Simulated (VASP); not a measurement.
## HfO2: single point with PBE

The system is HfO2.

```
Hf O
1.0
     0.00000    2.55750    2.45520
     2.55750    0.00000    2.45520
     2.55750    2.55750    0.00000
Hf O
1 2
Direct
  0.00000 0.00000 0.00000
  0.25000 0.25000 0.25000
  0.75000 0.75000 0.75000
```

This cell differs from its parent crystal: strain +0.000 along x and y, -0.040 along z.

```
Program                : VASP 6.6.1
Task                   : single point
Functional             : PBE
Potentials or basis    : VASP PAW PBE potentials, release 64 (Hf_pv, O)
Cutoff                 : 520 eV
k mesh                 : 8 × 8 × 8
Occupations            : gaussian, width 0.05 eV
Spin                   : no spin polarisation
Dipole correction      : no
Further INCAR settings : ALGO = Normal; EDIFF = 1e-06; NBANDS = 18
```

- Pressure: 4.2 GPa
- Band gap on the k mesh: 3.37 eV, indirect (least direct gap 3.50 eV)

Stress tensor (GPa, compression positive):
```
-2.28  0.00  0.00
 0.00 -2.28  0.00
 0.00  0.00 17.15
```

Levels at points of the mesh, in eV from the valence-band top:
```tsv
k point	band 8	band 9	band 10	band 11	band 12	band 13	band 14	band 15
(0.00, 0.00, 0.00)	-5.72	-1.11	-1.11	-0.55	3.37	3.71	5.73	10.24
(0.50, 0.00, 0.00)	-3.37	-3.08	-2.19	-2.13	4.25	4.43	6.76	8.77
(0.50, 0.50, 0.00)	-3.84	-1.98	-1.98	0.00	3.50	5.26	6.85	8.13
(0.50, 0.00, 0.50)	-3.67	-2.17	-1.42	-0.45	3.46	5.31	6.22	7.71
```

It took 14 s on 1 thread of Intel(R) Xeon(R) 6975P-C (Granite Rapids), with other jobs on the host, peak memory 0.17 GiB.

Caveat: the cell differs from its parent crystal (strain +0.000 along x and y, -0.040 along z); spin-orbit coupling is left out, which moves the levels of the heavy elements. A k mesh can miss the band edges.
